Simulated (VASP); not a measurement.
# SnSe in VASP: further runs

The runs below take SnSe through single point, with r2SCAN50, PBE.

All numbers are computed with VASP 6.6.1; they aren't measurements. Logs are shortened: lines on timing, memory, paths and dates and some standing lists are left out, and cuts for length are marked.

**1. The cell of the first run**

Symmetry: F-43m, No. 216, cubic system. The conventional cell has a = 6.782 Å, b = 6.782 Å, c = 6.782 Å, α = 90.00°, β = 90.00°, γ = 90.00°. Sn (site symmetry -43m) has 4 Se at 2.94 Å within 3.9 Å. Se (site symmetry -43m) has 4 Sn at 2.94 Å within 3.9 Å.

**2. Single point, r2SCAN50**

File POSCAR:

```
SnSe
1.0
    0.0000000000      3.3908400000      3.3908400000
    3.3908400000      0.0000000000      3.3908400000
    3.3908400000      3.3908400000      0.0000000000
Sn Se
1 1
Direct
    0.0000000000      0.0000000000      0.0000000000
    0.7500000000      0.7500000000      0.7500000000
```

File INCAR.step1:

```
SYSTEM = SnSe
  PREC = Accurate
  ENCUT = 520
  EDIFF = 1E-5
  ISMEAR = -1
  SIGMA = 0.05
  LREAL = .FALSE.
  LASPH = .TRUE.
  NELM = 80
  ALGO = Normal
  ISIF = 2
  LWAVE = .TRUE.
  NBANDS = 17
  GGA = PE
```

File INCAR.step2:

```
SYSTEM = SnSe
  PREC = Accurate
  ENCUT = 520
  EDIFF = 1E-6
  ISMEAR = -1
  SIGMA = 0.05
  LREAL = .FALSE.
  LASPH = .TRUE.
  NELM = 80
  ALGO = Normal
  ISIF = 2
  LWAVE = .FALSE.
  LCHARG = .TRUE.
  METAGGA = R2SCAN
  LHFCALC = .TRUE.
  AEXX = 0.5
  LMIXTAU = .TRUE.
  PRECFOCK = Normal
  LELF = .TRUE.
  LVHAR = .TRUE.
  NBANDS = 17
  ISTART = 1
```

File KPOINTS:

```
regular mesh
0
G
  4 4 4
  0 0 0
```

Potentials or basis: VASP PAW PBE potentials, release 64 (Sn_d, Se).

Launch:

```console
$ cat potpaw_PBE.64/Sn_d/POTCAR potpaw_PBE.64/Se/POTCAR > POTCAR
$ cp INCAR.step1 INCAR
$ mpirun -np 1 vasp_std > vasp.out
$ cp INCAR.step2 INCAR
$ mpirun -np 1 vasp_std > vasp.out
```

OUTCAR:

```text
SYSTEM = SnSe
   PREC = Accurate
   ENCUT = 520
   EDIFF = 1E-6
   ISMEAR = -1
   LREAL = .FALSE.
   LASPH = .TRUE.
   NELM = 80
   ISIF = 2
   METAGGA = R2SCAN
   LHFCALC = .TRUE.
   AEXX = 0.5
   PRECFOCK = Normal
   ISTART = 1

 ion  position               nearest neighbor table
   1  0.000  0.000  0.000-   2 2.94   2 2.94   2 2.94   2 2.94
   2  0.750  0.750  0.750-   1 2.94   1 2.94   1 2.94   1 2.94

  LATTYP: Found a face centered cubic cell.
 ALAT       =     6.7816800000

  Lattice vectors:

 A1 = (   0.0000000000,   3.3908400000,   3.3908400000)
 A2 = (   3.3908400000,   0.0000000000,   3.3908400000)
 A3 = (   3.3908400000,   3.3908400000,   0.0000000000)

Analysis of symmetry for initial positions (statically):
=====================================================================
 Subroutine PRICEL returns:
 Original cell was already a primitive cell.

 Routine SETGRP: Setting up the symmetry group for a
 face centered cubic supercell.

 Subroutine GETGRP returns: Found 24 space group operations
 (whereof 24 operations were pure point group operations)
 out of a pool of 48 trial point group operations.

The static configuration has the point symmetry T_d .

Analysis of symmetry for dynamics (positions and initial velocities):
=====================================================================
 Subroutine PRICEL returns:
 Original cell was already a primitive cell.

 Routine SETGRP: Setting up the symmetry group for a
 face centered cubic supercell.

 Subroutine GETGRP returns: Found 24 space group operations
 (whereof 24 operations were pure point group operations)
 out of a pool of 48 trial point group operations.

The dynamic configuration has the point symmetry T_d .

 Subroutine INISYM returns: Found 24 space group operations
 (whereof 24 operations are pure point group operations),
 and found     1 'primitive' translations

----------------------------------------------------------------------------------------

                                     Primitive cell

  volume of cell :      77.9744

  direct lattice vectors                    reciprocal lattice vectors
     0.000000000  3.390840000  3.390840000    -0.147456088  0.147456088  0.147456088
     3.390840000  0.000000000  3.390840000     0.147456088 -0.147456088  0.147456088
     3.390840000  3.390840000  0.000000000     0.147456088  0.147456088 -0.147456088

  length of vectors
     4.795371916  4.795371916  4.795371916     0.255401436  0.255401436  0.255401436

  position of ions in fractional coordinates (direct lattice)
     0.000000000  0.000000000  0.000000000
     0.750000000  0.750000000  0.750000000

  ion indices of the primitive-cell ions
   primitive index   ion index
                 1           1
                 2           2

----------------------------------------------------------------------------------------

 KPOINTS: regular mesh

Automatic generation of k-mesh.
 Grid dimensions read from file:
 generate k-points for:    4    4    4

 Generating k-lattice:

  Cartesian coordinates                     Fractional coordinates (reciprocal lattice)
    -0.036864022  0.036864022  0.036864022     0.250000000  0.000000000  0.000000000
     0.036864022 -0.036864022  0.036864022     0.000000000  0.250000000  0.000000000
     0.036864022  0.036864022 -0.036864022     0.000000000  0.000000000  0.250000000

  Length of vectors
     0.063850359  0.063850359  0.063850359

  Shift w.r.t. Gamma in fractional coordinates (k-lattice)
     0.000000000  0.000000000  0.000000000

 Subroutine IBZKPT returns following result:
 ===========================================

 Found      8 irreducible k-points:

 Following reciprocal coordinates:
            Coordinates               Weight
  0.000000  0.000000  0.000000      1.000000
  0.250000  0.000000  0.000000      8.000000
  0.500000  0.000000  0.000000      4.000000
  0.250000  0.250000  0.000000      6.000000
  0.500000  0.250000  0.000000     24.000000
 -0.250000  0.250000  0.000000     12.000000
  0.500000  0.500000  0.000000      3.000000
 -0.250000  0.500000  0.250000      6.000000
   k-points           NKPTS =      8   k-points in BZ     NKDIM =     64   number of bands    NBANDS=     17
   number of dos      NEDOS =    301   number of ions     NIONS =      2
   total plane-waves  NPLWV =  46656
   dimension x,y,z NGX =    36 NGY =   36 NGZ =   36
   dimension x,y,z NGXF=    72 NGYF=   72 NGZF=   72
   ions per type =               1   1
   NGX,Y,Z   is equivalent  to a cutoff of  12.48, 12.48, 12.48 a.u.
   NGXF,Y,Z  is equivalent  to a cutoff of  24.96, 24.96, 24.96 a.u.
 SYSTEM =  SnSe
   PREC   = accura    normal or accurate (medium, high low for compatibility)
   ISTART =      1    job   : 0-new  1-cont  2-samecut
   ICHARG =      0    charge: 1-file 2-atom 10-const
   ISPIN  =      1    spin polarized calculation?
   LNONCOLLINEAR =      F non collinear calculations
   LSORBIT =      F    spin-orbit coupling
   LASPH  =      T    aspherical Exc in radial PAW
   ENCUT  =  520.0 eV  38.22 Ry    6.18 a.u.   8.92  8.92  8.92*2*pi/ulx,y,z
   NELM   =     80;   NELMIN=  2; NELMDL=  0     # of ELM steps
   EDIFF  = 0.1E-05   stopping-criterion for ELM
   LREAL  =      F    real-space projection
   EDIFFG = 0.1E-04   stopping-criterion for IOM
   NSW    =      0    number of steps for IOM
   IBRION =     -1    ionic relax: 0-MD 1-quasi-New 2-CG
   NFREE  =      0    steps in history (QN), initial steepest desc. (CG)
   ISIF   =      2    stress and relaxation
   ISYM   =      3    0-nonsym 1-usesym 2-fastsym
   POTIM  = 0.5000    time-step for ionic-motion
   TEBEG  =    0.0;   TEEND  =   0.0 temperature during run
   PSTRESS=    0.0 pullay stress
   NELECT =      20.0000    total number of electrons
   NUPDOWN=      -1.0000    fix difference up-down
   EMIN   =  10.00;   EMAX   =-10.00  energy-range for DOS
   EFERMI =   0.00;   METHOD = LEGACY
   ISMEAR =    -1;   SIGMA  =   0.05  broadening in eV -4-tet -1-fermi 0-gaus
   EFERMI_NEDOS =   21; number of points for ismear=-14 and -15
   IALGO  =     38    algorithm
   IMIX   =      1    mixing-type and parameters
     AMIX     =   0.40;   BMIX     =  1.00
     AMIX_MAG =   1.60;   BMIX_MAG =  1.00
  volume/ion in A,a.u.               =      38.99       263.10
  Fermi-wavevector in a.u.,A,eV,Ry     =   1.040162  1.965621 14.720638  1.081936
  Thomas-Fermi vector in A             =   2.174725
   LORBIT       =      0    0 simple, 1 ext, 2 COOP (PROOUT), +10 PAW based schemes
   METAGGA = R2SCAN    functional components
   LHFCALC =     T    Hartree Fock is set to
   PRECFOCK=normal    Normal, Fast or Accurate (Low or Medium for compatibility)
   ENCUT4O =  -1.0   cutoff for four orbital integrals eV
   NKREDX  =     1    reduce k-point grid by
   NKREDY  =     1    reduce k-point grid by
   NKREDZ  =     1    reduce k-point grid by
   AEXX    =    0.5000 exact exchange contribution
   HFSCREEN=    0.0000 screening length (either q_TF or 0.3 A-1)
   HFSCREENC=   0.0000 screening length for correlation (either q_TF or 0.3 A-1)
   ENCUTFOCK=  -1.0 apply spherical cutoff to Coloumb kernel
   IVDW    =     0    specifies the selected vdW correction
   LEPSILON=     F    determine dielectric tensor
   LRPA    =     F    only Hartree local field effects (RPA)
 non-spin polarized calculation
  energy-cutoff  :      520.00
  volume of cell :       77.97
 maximum number of plane-waves:      2120
  NGX = 28; NGY = 28; NGZ = 28

 number of electron      20.0000005 magnetization

 Free energy of the ion-electron system (eV)
  ---------------------------------------------------
  ext. energy  EPLUGINS =         0.00000000
  ---------------------------------------------------
  free energy    TOTEN  =       -29.05150233 eV

  energy without entropy =      -29.05150233  energy(sigma->0) =      -29.05150233

 E-fermi :   2.6560     XC(G=0):  -4.7290

 val. band max:        1.6065714977   @ k =  -0.2500   0.5000   0.2500
 cond. band min:       3.7072623724   @ k =   0.5000   0.5000   0.0000
 fundamental gap:      2.1006908747
 Fermi energy:         2.6559774198

 k-point     1 :       0.0000    0.0000    0.0000
  band No.  band energies     occupation
      1     -25.0752      2.00000
      2     -25.0752      2.00000
      3     -25.0752      2.00000
      4     -25.0544      2.00000
      5     -25.0544      2.00000
      6     -14.7083      2.00000
      7      -4.7799      2.00000
      8      -1.4350      2.00000
      9      -1.4350      2.00000
     10      -1.4350      2.00000
     11       5.4473      0.00000
     12       5.4473      0.00000
     13       5.4473      0.00000
     14       8.7061      0.00000
     15      11.9899      0.00000
     16      11.9899      0.00000
     17      12.9609      0.00000

 k-point     2 :       0.2500    0.0000    0.0000
  band No.  band energies     occupation
      1     -25.0763      2.00000
      2     -25.0733      2.00000
      3     -25.0733      2.00000
      4     -25.0545      2.00000
      5     -25.0545      2.00000
      6     -14.4463      2.00000
      7      -6.2040      2.00000
      8      -1.7700      2.00000
      9      -1.7700      2.00000
     10      -0.8857      2.00000
     11       5.7723      0.00000
     12       5.9988      0.00000
     13       5.9988      0.00000
     14      10.2972      0.00000
     15      11.0891      0.00000
     16      11.0891      0.00000
     17      12.3548      0.00000

 k-point     3 :       0.5000    0.0000    0.0000
  band No.  band energies     occupation
      1     -25.0774      2.00000
      2     -25.0717      2.00000
      3     -25.0717      2.00000
      4     -25.0544      2.00000
      5     -25.0544      2.00000
      6     -14.1404      2.00000
      7      -7.2803      2.00000
      8      -2.0498      2.00000
      9      -2.0498      2.00000
     10      -0.9731      2.00000
     11       6.3013      0.00000
     12       6.3013      0.00000
     13       7.4820      0.00000
     14      10.3549      0.00000
     15      11.7174      0.00000
     16      12.3941      0.00000
     17      12.3941      0.00000

 k-point     4 :       0.2500    0.2500    0.0000
  band No.  band energies     occupation
      1     -25.0791      2.00000
      2     -25.0713      2.00000
      3     -25.0713      2.00000
      4     -25.0557      2.00000
      5     -25.0536      2.00000
      6     -14.3561      2.00000
      7      -6.4544      2.00000
      8      -2.2561      2.00000
      9      -2.2561      2.00000
     10       0.2180      2.00000
     11       4.2152      0.00000
     12       6.9915      0.00000
     13       6.9915      0.00000
     14       9.1253      0.00000
     15      11.4743      0.00000
     16      12.7648      0.00000
     17      14.5522      0.00000

 k-point     5 :       0.5000    0.2500    0.0000
  band No.  band energies     occupation
      1     -25.0798      2.00000
      2     -25.0698      2.00000
      3     -25.0695      2.00000
      4     -25.0558      2.00000
      5     -25.0536      2.00000
      6     -14.0423      2.00000
      7      -7.3688      2.00000
      8      -3.1211      2.00000
      9      -2.4996      2.00000
     10       0.7623      2.00000
     11       5.0540      0.00000
     12       7.2252      0.00000
     13       7.4996      0.00000
     14       9.9681      0.00000
     15      11.8562      0.00000
     16      12.7617      0.00000
     17      13.5851      0.00000

 k-point     6 :      -0.2500    0.2500    0.0000
  band No.  band energies     occupation
      1     -25.0780      2.00000
      2     -25.0713      2.00000
      3     -25.0709      2.00000
      4     -25.0547      2.00000
      5     -25.0545      2.00000
      6     -14.1492      2.00000
      7      -7.1015      2.00000
      8      -3.1295      2.00000
      9      -2.0750      2.00000
     10       0.4461      2.00000
     11       5.9542      0.00000
     12       6.4994      0.00000
     13       6.6643      0.00000
     14      10.6231      0.00000
     15      10.8008      0.00000
     16      12.1508      0.00000
     17      13.6505      0.00000

 k-point     7 :       0.5000    0.5000    0.0000
  band No.  band energies     occupation
      1     -25.0828      2.00000
      2     -25.0675      2.00000
      3     -25.0675      2.00000
      4     -25.0572      2.00000
      5     -25.0528      2.00000
      6     -13.9345      2.00000
      7      -7.6191      2.00000
      8      -2.8658      2.00000
      9      -2.8658      2.00000
     10       0.8001      2.00000
     11       3.7073      0.00000
     12       8.8202      0.00000
     13       8.8202      0.00000
     14       9.7340      0.00000
     15      11.6243      0.00000
     16      14.0108      0.00000
     17      14.0108      0.00000

 k-point     8 :      -0.2500    0.5000    0.2500
  band No.  band energies     occupation
      1     -25.0801      2.00000
      2     -25.0702      2.00000
      3     -25.0676      2.00000
      4     -25.0560      2.00000
      5     -25.0538      2.00000
      6     -13.9305      2.00000
      7      -7.5744      2.00000
      8      -3.2533      2.00000
      9      -3.0812      2.00000
     10       1.6066      2.00000
     11       5.5884      0.00000
     12       6.1243      0.00000
     13       8.1056      0.00000
     14       9.7183      0.00000
     15      12.0384      0.00000
     16      13.2651      0.00000
     17      13.6316      0.00000

------------------------ aborting loop because EDIFF is reached ----------------------------------------

  FORCE on cell =-STRESS in cart. coord.  units (eV):
  Direction    XX          YY          ZZ          XY          YZ          ZX
  --------------------------------------------------------------------------------------
  -------------------------------------------------------------------------------------
  Total       -0.7049943     -0.7049943     -0.7049943     -0.0000000      0.0000000     -0.0000000
  in kB      -14.4858601    -14.4858601    -14.4858601     -0.0000000      0.0000000     -0.0000000
  external PRESSURE =     -14.4858601 kB  Pullay stress =       0.0000000 kB

 VOLUME and BASIS-vectors are now :
 -----------------------------------------------------------------------------
  energy-cutoff  :      520.00
  volume of cell :       77.97
      direct lattice vectors                 reciprocal lattice vectors
     0.000000000  3.390840000  3.390840000    -0.147456088  0.147456088  0.147456088
     3.390840000  0.000000000  3.390840000     0.147456088 -0.147456088  0.147456088
     3.390840000  3.390840000  0.000000000     0.147456088  0.147456088 -0.147456088

 POSITION                                       TOTAL-FORCE (eV/Angst)
 -----------------------------------------------------------------------------------
      0.00000      0.00000      0.00000        -0.000000     -0.000000     -0.000000
      5.08626      5.08626      5.08626         0.000000      0.000000      0.000000
 -----------------------------------------------------------------------------------
    total drift:                                0.000036      0.000025      0.000022

  FREE ENERGIE OF THE ION-ELECTRON SYSTEM (eV)
  ---------------------------------------------------
  free  energy   TOTEN  =       -29.0515023325 eV

  energy  without entropy=      -29.0515023323  energy(sigma->0) =      -29.05150233
```

It took 17 min on 1 thread of Intel Xeon Platinum 8259CL at 2.50GHz (Skylake/Cascade Lake), shared host; peak memory 0.23 GiB.

What came out:

```yaml
Free_energy: -29.0515 eV
Pressure: -1.4 GPa
Band_gap_on_the_k_mesh: 2.10 eV (least direct gap 2.91 eV)
```

Caveat: the PAW data sets were made with another functional, which shifts forces and pressure a little; spin-orbit coupling is left out, which moves the levels of the heavy elements. A k mesh can miss the band edges.

**3. Single point, PBE (atoms moved at random)**

File INCAR:

```
SYSTEM = SnSe
ALGO = Normal ; EDIFF = 1E-6
ENCUT = 520 ; GGA = PE
ISIF = 2 ; ISMEAR = -1
LASPH = .True. ; LCHARG = .False.
LREAL = .False. ; LWAVE = .False.
NBANDS = 17 ; NELM = 100
PREC = Accurate ; SIGMA = 0.05
```

File KPOINTS:

```
k-points
0
Gamma
  7 7 7
  0 0 0
```

File POSCAR:

```
SnSe
1.0
    0.0000000000      3.3908400000      3.3908400000
    3.3908400000      0.0000000000      3.3908400000
    3.3908400000      3.3908400000      0.0000000000
Sn Se
1 1
Direct
    0.0016580000      0.0061360000     -0.0001470000
    0.7535530000      0.7302350000      0.7595230000
```

Potentials or basis: VASP PAW PBE potentials, release 64 (Sn_d, Se).

Launch:

```console
$ cat potpaw_PBE.64/Sn_d/POTCAR potpaw_PBE.64/Se/POTCAR > POTCAR
$ mpirun -np 1 vasp_std > vasp.out
```

It took 4.6 min on 1 thread of Intel Xeon 8259CL, shared host; peak memory 0.38 GiB.

The run converged. Its results:

* Free energy: -7.7424 eV
* Pressure: 0.0 GPa
* Largest force: 0.252 eV/Å
* Band gap on the k mesh: 0.24 eV (least direct gap 0.75 eV)

Forces in eV/Å, atoms in the order of the input:
```
Sn  -0.133  0.103 -0.187
Se   0.133 -0.103  0.187
```

Stress tensor (GPa, compression positive):
```
 0.04 -0.52  0.25
-0.52  0.04 -0.35
 0.25 -0.35  0.03
```

Levels at points of the mesh, in eV from the valence-band top:
```csv
k point,band 8,band 9,band 10,band 11,band 12,band 13
"(0.00, 0.00, 0.00)",-2.33,-2.01,-1.93,1.49,1.55,1.85
```

Caveat: the cell differs from its parent crystal (atoms moved at random); semilocal functionals underestimate gaps, and a narrow one can read as zero; spin-orbit coupling is left out, which moves the levels of the heavy elements.
